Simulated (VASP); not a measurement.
# Ba (Im-3m) in VASP: further runs

The runs below take Ba through single point, with PBE.

Everything below comes from runs of VASP 6.6.1. Logs are shortened: lines on timing, memory, paths and dates and some standing lists are left out, and cuts for length are marked.

### 1 The cell of the first run

The structure is cubic, space group Im-3m (No. 229). Conventional cell: a = 5.025 Å, b = 5.025 Å, c = 5.025 Å, α = 90.00°, β = 90.00°, γ = 90.00°. Ba (site symmetry m-3m) has 14 Ba at 4.35 to 5.02 Å within 5.7 Å.

### 2 Single point, PBE

INCAR reads:

```
PREC     = Accurate       # precision mode
ENCUT    = 520            # plane-wave cutoff, eV
EDIFF    = 1E-6           # SCF threshold, eV
ISMEAR   = -1             # smearing method
SIGMA    = 0.1            # smearing width, eV
LREAL    = False          # projectors in reciprocal space
LASPH    = True           # aspherical terms in the spheres
NELM     = 60             # most SCF steps
ALGO     = Normal         # electronic algorithm
ISIF     = 2              # what is computed and relaxed
LWAVE    = False          # write WAVECAR
LCHARG   = True           # write CHGCAR
GGA      = PE             # functional
LELF     = True           # ELF
LVHAR    = True         
NBANDS   = 22             # bands
```

KPOINTS reads:

```
Automatic mesh
0
Gamma
  6 6 8
```

POSCAR reads:

```
Ba
1.0
    0.0000000000      5.0249948434     -5.0249948434
   -5.0249948434      0.0000000000      5.0249948434
    2.5124974217      2.5124974217      2.5124974217
Ba
3
Direct
    0.0000000000      0.0000000000      0.0000000000
    0.3333333330      0.6666666670      0.3333333330
    0.6666666670      0.3333333330      0.6666666670
```

Potentials or basis: VASP PAW PBE potentials, release 64 (Ba_sv).

Command:

```bash
$ cat potpaw_PBE.64/Ba_sv/POTCAR > POTCAR
$ mpirun -np 1 vasp_std > vasp.out
```

OUTCAR:

```text
PREC = Accurate
   ENCUT = 520
   EDIFF = 1E-6
   ISMEAR = -1
   LREAL = False
   LASPH = True
   NELM = 60
   ISIF = 2
   GGA = PE

 ion  position               nearest neighbor table
   1  0.000  0.000  0.000-   2 4.35   3 4.35   3 4.35   2 4.35   3 4.35   2 4.35
   2  0.333  0.667  0.333-   1 4.35   3 4.35   3 4.35   1 4.35   1 4.35   3 4.35
   3  0.667  0.333  0.667-   1 4.35   2 4.35   2 4.35   1 4.35   1 4.35   2 4.35

  LATTYP: Found a hexagonal cell.
 ALAT       =     7.1064158584
 C/A-ratio  =     0.6123724357

  Lattice vectors:

 A1 = (   0.0000000000,   5.0249948434,  -5.0249948434)
 A2 = (  -5.0249948434,   0.0000000000,   5.0249948434)
 A3 = (   2.5124974217,   2.5124974217,   2.5124974217)

Analysis of symmetry for initial positions (statically):
=====================================================================
 Subroutine PRICEL returns following result:

  LATTYP: Found a body centered cubic cell.
 ALAT       =     5.0249948400

  Lattice vectors:

 A1 = (  -2.5124974267,   2.5124974167,  -2.5124974167)
 A2 = (  -2.5124974192,  -2.5124974192,   2.5124974192)
 A3 = (   2.5124974217,   2.5124974217,   2.5124974217)

   3 primitive cells build up your supercell.

 Routine SETGRP: Setting up the symmetry group for a
 hexagonal supercell.

 Subroutine GETGRP returns: Found 12 space group operations
 (whereof 12 operations were pure point group operations)
 out of a pool of 24 trial point group operations.

The static configuration has the point symmetry D_3d.

Analysis of symmetry for dynamics (positions and initial velocities):
=====================================================================
 Subroutine PRICEL returns following result:

  LATTYP: Found a body centered cubic cell.
 ALAT       =     5.0249948400

  Lattice vectors:

 A1 = (  -2.5124974267,   2.5124974167,  -2.5124974167)
 A2 = (  -2.5124974192,  -2.5124974192,   2.5124974192)
 A3 = (   2.5124974217,   2.5124974217,   2.5124974217)

   3 primitive cells build up your supercell.

 Routine SETGRP: Setting up the symmetry group for a
 hexagonal supercell.

 Subroutine GETGRP returns: Found 12 space group operations
 (whereof 12 operations were pure point group operations)
 out of a pool of 24 trial point group operations.

The dynamic configuration has the point symmetry D_3d.

 Subroutine INISYM returns: Found 12 space group operations
 (whereof 12 operations are pure point group operations),
 and found     3 'primitive' translations

----------------------------------------------------------------------------------------

                                     Primitive cell

  volume of cell :      63.4420

  direct lattice vectors                    reciprocal lattice vectors
    -2.512497427  2.512497417 -2.512497417    -0.199005179  0.199005179  0.000000000
    -2.512497419 -2.512497419  2.512497419    -0.199005179 -0.000000000  0.199005180
     2.512497422  2.512497422  2.512497422     0.000000000  0.199005179  0.199005179

  length of vectors
     4.351773185  4.351773184  4.351773188     0.281435824  0.281435824  0.281435824

  position of ions in fractional coordinates (direct lattice)
     0.000000000  0.000000000  0.000000000

  ion indices of the primitive-cell ions
   primitive index   ion index
                 1           1

----------------------------------------------------------------------------------------

 KPOINTS: Automatic mesh

Automatic generation of k-mesh.
 Grid dimensions read from file:
 generate k-points for:    6    6    8

 Generating k-lattice:

  Cartesian coordinates                     Fractional coordinates (reciprocal lattice)
    -0.011055843  0.022111687 -0.011055843     0.166666667  0.000000000  0.000000000
    -0.022111687  0.011055843  0.011055843     0.000000000  0.166666667  0.000000000
     0.016583765  0.016583765  0.016583765     0.000000000  0.000000000  0.125000000

  Length of vectors
     0.027081175  0.027081175  0.028723923

  Shift w.r.t. Gamma in fractional coordinates (k-lattice)
     0.000000000  0.000000000  0.000000000

 Subroutine IBZKPT returns following result:
 ===========================================

 Found     44 irreducible k-points:

 Following reciprocal coordinates:
            Coordinates               Weight
  0.000000  0.000000  0.000000      1.000000
  0.166667  0.000000  0.000000      6.000000
  0.333333  0.000000  0.000000      6.000000
  0.500000  0.000000  0.000000      3.000000
  0.166667  0.166667  0.000000      6.000000
  0.333333  0.166667 -0.000000     12.000000
[... 16 lines left out ...]
  0.500000  0.000000  0.250000      6.000000
  0.166667  0.166667  0.250000     12.000000
 [... further k-points ...]
   k-points           NKPTS =     44   k-points in BZ     NKDIM =     44   number of bands    NBANDS=     22
   number of dos      NEDOS =    301   number of ions     NIONS =      3
   total plane-waves  NPLWV =  93312
   dimension x,y,z NGX =    54 NGY =   54 NGZ =   32
   dimension x,y,z NGXF=   108 NGYF=  108 NGZF=   64
   ions per type =               3
   NGX,Y,Z   is equivalent  to a cutoff of  12.63, 12.63, 12.22 a.u.
   NGXF,Y,Z  is equivalent  to a cutoff of  25.27, 25.27, 24.45 a.u.
 SYSTEM =  unknown system
   PREC   = accura    normal or accurate (medium, high low for compatibility)
   ISTART =      0    job   : 0-new  1-cont  2-samecut
   ICHARG =      2    charge: 1-file 2-atom 10-const
   ISPIN  =      1    spin polarized calculation?
   LNONCOLLINEAR =      F non collinear calculations
   LSORBIT =      F    spin-orbit coupling
   LASPH  =      T    aspherical Exc in radial PAW
   ENCUT  =  520.0 eV  38.22 Ry    6.18 a.u.  13.21 13.21  8.09*2*pi/ulx,y,z
   NELM   =     60;   NELMIN=  2; NELMDL= -5     # of ELM steps
   EDIFF  = 0.1E-05   stopping-criterion for ELM
   LREAL  =      F    real-space projection
   EDIFFG = 0.1E-04   stopping-criterion for IOM
   NSW    =      0    number of steps for IOM
[... 5 lines left out ...]
   TEBEG  =    0.0;   TEEND  =   0.0 temperature during run
   PSTRESS=    0.0 pullay stress
   NELECT =      30.0000    total number of electrons
   NUPDOWN=      -1.0000    fix difference up-down
   EMIN   =  10.00;   EMAX   =-10.00  energy-range for DOS
   EFERMI =   0.00;   METHOD = LEGACY
   ISMEAR =    -1;   SIGMA  =   0.10  broadening in eV -4-tet -1-fermi 0-gaus
   EFERMI_NEDOS =   21; number of points for ismear=-14 and -15
   IALGO  =     38    algorithm
   IMIX   =      4    mixing-type and parameters
     AMIX     =   0.40;   BMIX     =  1.00
     AMIX_MAG =   1.60;   BMIX_MAG =  1.00
  volume/ion in A,a.u.               =      63.44       428.13
  Fermi-wavevector in a.u.,A,eV,Ry     =   0.884333  1.671147 10.640368  0.782045
  Thomas-Fermi vector in A             =   2.005219
   LORBIT       =      0    0 simple, 1 ext, 2 COOP (PROOUT), +10 PAW based schemes
   GGA     = PE    functional components
   LHFCALC =     F    Hartree Fock is set to
   AEXX    =    0.0000 exact exchange contribution
   IVDW    =     0    specifies the selected vdW correction
   LEPSILON=     F    determine dielectric tensor
   LRPA    =     F    only Hartree local field effects (RPA)
 non-spin polarized calculation
  energy-cutoff  :      520.00
  volume of cell :      190.33
 maximum number of plane-waves:      5172
 NGX is ok and might be reduce to    54

 number of electron      29.9999998 magnetization

 Free energy of the ion-electron system (eV)
  ---------------------------------------------------
  ext. energy  EPLUGINS =         0.00000000
  ---------------------------------------------------
  free energy    TOTEN  =        -5.78828138 eV

  energy without entropy =       -5.65765236  energy(sigma->0) =       -5.72296687

 E-fermi :   1.6368     XC(G=0):  -7.3860

 val. band max:        1.5930357773   @ k =   0.3333   0.0000   0.3750
 cond. band min:       1.6580620017   @ k =   0.1667   0.0000   0.1250
 fundamental gap:      0.0650262244
 Fermi energy:         1.6368286153

 k-point     1 :       0.0000    0.0000    0.0000
  band No.  band energies     occupation
      1     -27.2701      2.00000
      2     -27.2228      2.00000
      3     -27.2228      2.00000
      4     -12.5354      2.00000
      5     -12.5354      2.00000
      6     -12.5354      2.00000
[... 14 lines left out ...]
     21       3.4473      0.00000
     22       3.4473      0.00000

 k-point     2 :       0.1667    0.0000    0.0000
  band No.  band energies     occupation
      1     -27.2664      2.00000
      2     -27.2250      2.00000
      3     -27.2242      2.00000
      4     -12.6069      2.00000
      5     -12.5894      2.00000
      6     -12.4537      2.00000
[... 14 lines left out ...]
     21       3.3474      0.00000
     22       3.6283      0.00000

 k-point     3 :       0.3333    0.0000    0.0000
  band No.  band energies     occupation
      1     -27.2565      2.00000
      2     -27.2324      2.00000
      3     -27.2268      2.00000
      4     -12.6559      2.00000
      5     -12.5764      2.00000
      6     -12.3857      2.00000
[... 14 lines left out ...]
     21       3.0193      0.00000
     22       4.1613      0.00000

 k-point     4 :       0.5000    0.0000    0.0000
  band No.  band energies     occupation
      1     -27.2439      2.00000
      2     -27.2439      2.00000
      3     -27.2280      2.00000
      4     -12.6733      2.00000
      5     -12.4949      2.00000
      6     -12.4949      2.00000
[... 14 lines left out ...]
     21       2.8523      0.00001
     22       4.3660      0.00000

 k-point     5 :       0.1667    0.1667    0.0000
  band No.  band energies     occupation
      1     -27.2596      2.00000
      2     -27.2280      2.00000
      3     -27.2280      2.00000
      4     -12.6177      2.00000
      5     -12.6177      2.00000
      6     -12.3958      2.00000
[... 14 lines left out ...]
     21       3.1429      0.00000
     22       3.9661      0.00000

 k-point     6 :       0.3333    0.1667   -0.0000
  band No.  band energies     occupation
      1     -27.2485      2.00000
      2     -27.2368      2.00000
      3     -27.2305      2.00000
      4     -12.6419      2.00000
      5     -12.5663      2.00000
      6     -12.4608      2.00000
[... 14 lines left out ...]
     21       2.7836      0.00002
     22       4.5011      0.00000

 k-point     7 :       0.3333    0.3333    0.0000
  band No.  band energies     occupation
      1     -27.2386      2.00000
      2     -27.2386      2.00000
      3     -27.2386      2.00000
      4     -12.5670      2.00000
      5     -12.5670      2.00000
      6     -12.5670      2.00000
[... 324 lines left out ...]
      6     -12.4922      2.00000
[... 14 lines left out ...]
     21       3.2801      0.00000
     22       4.4067      0.00000

 k-point    21 :       0.3333    0.0000    0.2500
  band No.  band energies     occupation
      1     -27.2431      2.00000
      2     -27.2298      2.00000
      3     -27.2153      2.00000
      4     -12.6145      2.00000
      5     -12.5897      2.00000
      6     -12.4489      2.00000
[... 14 lines left out ...]
     21       3.2018      0.00000
     22       3.5385      0.00000

 k-point    22 :       0.0000    0.3333    0.2500
  band No.  band energies     occupation
      1     -27.2452      2.00000
      2     -27.2243      2.00000
      3     -27.2188      2.00000
      4     -12.5802      2.00000
      5     -12.5306      2.00000
      6     -12.4984      2.00000
[... 14 lines left out ...]
     21       3.5534      0.00000
     22       3.8451      0.00000

 k-point    23 :       0.5000    0.0000    0.2500
  band No.  band energies     occupation
      1     -27.2367      2.00000
      2     -27.2308      2.00000
      3     -27.2208      2.00000
      4     -12.6117      2.00000
      5     -12.5699      2.00000
      6     -12.4657      2.00000
[... 14 lines left out ...]
     21       3.4864      0.00000
     22       3.4865      0.00000

 k-point    24 :       0.1667    0.1667    0.2500
  band No.  band energies     occupation
      1     -27.2467      2.00000
      2     -27.2267      2.00000
      3     -27.2149      2.00000
      4     -12.5840      2.00000
      5     -12.5775      2.00000
      6     -12.4548      2.00000
[... 14 lines left out ...]
     21       3.4586      0.00000
     22       3.6407      0.00000

 [... further k-points ...]

------------------------ aborting loop because EDIFF is reached ----------------------------------------

  FORCE on cell =-STRESS in cart. coord.  units (eV):
  Direction    XX          YY          ZZ          XY          YZ          ZX
  --------------------------------------------------------------------------------------
  -------------------------------------------------------------------------------------
  Total        0.0468877      0.0468877      0.0468877     -0.0033872     -0.0033872     -0.0033872
  in kB        0.3947038      0.3947038      0.3947038     -0.0285137     -0.0285137     -0.0285137
  external PRESSURE =       0.3947038 kB  Pullay stress =       0.0000000 kB

 VOLUME and BASIS-vectors are now :
 -----------------------------------------------------------------------------
  energy-cutoff  :      520.00
  volume of cell :      190.33
      direct lattice vectors                 reciprocal lattice vectors
     0.000000000  5.024994843 -5.024994843    -0.066335060  0.132670120 -0.066335060
    -5.024994843  0.000000000  5.024994843    -0.132670120  0.066335060  0.066335060
     2.512497422  2.512497422  2.512497422     0.132670120  0.132670120  0.132670120

 POSITION                                       TOTAL-FORCE (eV/Angst)
 -----------------------------------------------------------------------------------
      0.00000      0.00000      0.00000        -0.000000     -0.000000      0.000000
     -2.51250      2.51250      2.51250         0.000000      0.000000     -0.000000
      0.00000      5.02499     -0.00000         0.000000     -0.000000      0.000000
 -----------------------------------------------------------------------------------
    total drift:                               -0.000000     -0.000000     -0.000000

  FREE ENERGIE OF THE ION-ELECTRON SYSTEM (eV)
  ---------------------------------------------------
  free  energy   TOTEN  =        -5.7882813845 eV

  energy  without entropy=       -5.6576523574  energy(sigma->0) =       -5.72296687
```

It took 2.6 min on 1 thread of Intel Xeon Platinum 8259CL at 2.50GHz (Skylake/Cascade Lake), shared host; peak memory 0.37 GiB.

What came out:

| Item | Value |
| --- | --- |
| Free energy | -5.7883 eV |
| Pressure | 0.0 GPa |
| Band gap on the k mesh | zero (bands 15 and 16 overlap by 0.72 eV) |

Caveat: spin-orbit coupling is left out, which moves the levels of the heavy elements.

### 3 Single point, PBE

This run uses another cell than the first one: it holds 1 atom, not 3.

INCAR reads:

```
PREC = Accurate
ENCUT = 500
EDIFF = 1E-6
ISMEAR = -1
SIGMA = 0.1
LREAL = False
LASPH = True
NELM = 120
ALGO = Normal
ISIF = 2
LWAVE = False
LCHARG = False
GGA = PE
NBANDS = 11
GGA_COMPAT = False
```

KPOINTS reads:

```
Automatic mesh
0
Gamma
  12 12 12
```

POSCAR reads:

```
Ba
1.0
   -2.5124974217      2.5124974217      2.5124974217
    2.5124974217     -2.5124974217      2.5124974217
    2.5124974217      2.5124974217     -2.5124974217
Ba
1
Direct
    0.0000000000      0.0000000000      0.0000000000
```

Potentials or basis: VASP PAW PBE potentials, release 64 (Ba_sv).

Command:

```bash
$ cat potpaw_PBE.64/Ba_sv/POTCAR > POTCAR
$ mpirun -np 1 vasp_std > vasp.out
```

Run time: 10 s. Hardware: 1 thread of Intel Xeon 6975P-C (Granite Rapids), shared host; peak memory 0.2 GiB.

Results (log left out):

- Free energy: -1.9289 eV
- Pressure: 0.0 GPa
- Band gap on the k mesh: zero (bands 5 and 6 overlap by 1.05 eV)

Levels at points of the mesh, in eV from the Fermi level:
```csv
k point,band 1,band 2,band 3,band 4,band 5,band 6,band 7,band 8,band 9,band 10
"(0.00, 0.00, 0.00)",-28.91,-13.86,-13.86,-13.86,-2.76,1.81,1.81,1.81,3.20,3.20
"(0.50, 0.00, 0.00)",-28.87,-14.31,-14.01,-13.87,-0.90,0.68,1.21,3.17,3.74,5.17
"(0.50, 0.50, 0.50)",-28.84,-14.17,-14.17,-14.17,-0.55,-0.55,4.31,4.31,4.31,4.68
```

Caveat: spin-orbit coupling is left out, which moves the levels of the heavy elements.

The gap in the log of VASP goes by the Fermi energy; the results here count the filled bands.